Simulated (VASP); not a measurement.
Wanted: the native input for a VASP 6.6.1 run.

| Property | Result |
| --- | --- |
| Task | single point |
| Functional | PBEsol |
| Potentials or basis | VASP PAW PBE potentials, release 64 (Cr_pv) |
| Cutoff | 520 eV |
| k mesh | 8 × 8 × 8 |
| Occupations | gaussian, width 0.1 eV |
| Spin | collinear spin, ferromagnetic start |
| Starting moments | [3.0] μB |
| Dipole correction | no |
| Further INCAR settings | ALGO = Normal; EDIFF = 1e-07; NBANDS = 16 |

The structure of Cr lies in POSCAR:

```
Cr
1.0
    0.0000000000      2.2033871507      2.2033871507
    2.2033871507      0.0000000000      2.2033871507
    2.2033871507      2.2033871507      0.0000000000
Cr
1
Direct
    0.0000000000      0.0000000000      0.0000000000
```

The input as run:

INCAR

```
SYSTEM = Cr
PREC = Accurate ; ENCUT = 520
EDIFF = 1E-7 ; ISMEAR = 0
SIGMA = 0.1 ; LREAL = .FALSE.
LASPH = .TRUE. ; NELM = 150
ALGO = Normal ; ISIF = 2
LWAVE = .FALSE. ; LCHARG = .TRUE.
ISPIN = 2 ; MAGMOM = 3
LORBIT = 11 ; LMAXMIX = 4
GGA = PS ; LELF = .TRUE.
LVHAR = .TRUE. ; NBANDS = 16
```

KPOINTS

```
Automatic mesh
0
G
  8 8 8
  0 0 0
```

Potentials or basis: VASP PAW PBE potentials, release 64 (Cr_pv).

Command:

```console
$ cat potpaw_PBE.64/Cr_pv/POTCAR > POTCAR
$ mpirun -np 1 vasp_std > vasp.out
```

Results of the run:

```json
{
 "Pressure": "-13.1 GPa",
 "Net moment": "4.05 μB per cell",
 "Site moments": "Cr +3.60 μB",
 "Valence electrons inside the program's atomic spheres": "Cr 10.41"
}
```

Caveat: the PAW data sets were made with another functional, which shifts forces and pressure a little.

Run time: 9.8 s on 1 thread of Intel(R) Xeon(R) 6975P-C (Granite Rapids), on a shared host, peak memory 0.15 GiB.
